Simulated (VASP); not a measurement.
Set up this calculation in VASP 6.6.1, as the native input.

- Task: single point
- Functional: PBE
- Potentials or basis: VASP PAW PBE potentials, release 64 (Rb_sv, Br)
- Cutoff: 520 eV
- k mesh: 6 × 6 × 6
- Occupations: fermi-dirac, width 0.02 eV
- Spin: no spin polarisation
- Dipole correction: no
- Further INCAR settings: ALGO = Normal; EDIFF = 1e-06; NBANDS = 15

The structure of RbBr lies in POSCAR:

```
RbBr
1.0
    4.1279266285     -0.0790497949      0.0000000000
   -0.0790497949      4.1279266285      0.0000000000
    0.0000000000      0.0000000000      4.1279266285
Rb Br
1 1
Direct
    0.0000000000      0.0000000000      0.0000000000
    0.5000000000      0.5000000000      0.5000000000
```

This cell differs from its parent crystal: shear xy strain -3.8%.

One way to write it, as run:

INCAR

```
SYSTEM = RbBr
ALGO = Normal ; EDIFF = 1E-6
ENCUT = 520 ; GGA = PE
ISIF = 2 ; ISMEAR = -1
LASPH = .True. ; LCHARG = .False.
LREAL = .False. ; LWAVE = .False.
NBANDS = 15 ; NELM = 80
PREC = Accurate ; SIGMA = 0.02
```

KPOINTS

```
k-points
0
Gamma
  6 6 6
  0 0 0
```

Potentials or basis: VASP PAW PBE potentials, release 64 (Rb_sv, Br).

Run with:

```console
$ cat potpaw_PBE.64/Rb_sv/POTCAR potpaw_PBE.64/Br/POTCAR > POTCAR
$ mpirun -np 1 vasp_std > vasp.out
```

Results of the run:

```
Pressure               : 0.8 GPa
Band gap on the k mesh : 4.08 eV (least direct gap 4.22 eV)
```

Caveat: the cell differs from its parent crystal (shear xy strain -3.8%); the structure was generated, so it needn't be the stable form of RbBr.

Wall time 23 s on 1 thread of Oxide Virtual Turin-like Processor, on a shared host, peak memory 0.17 GiB.
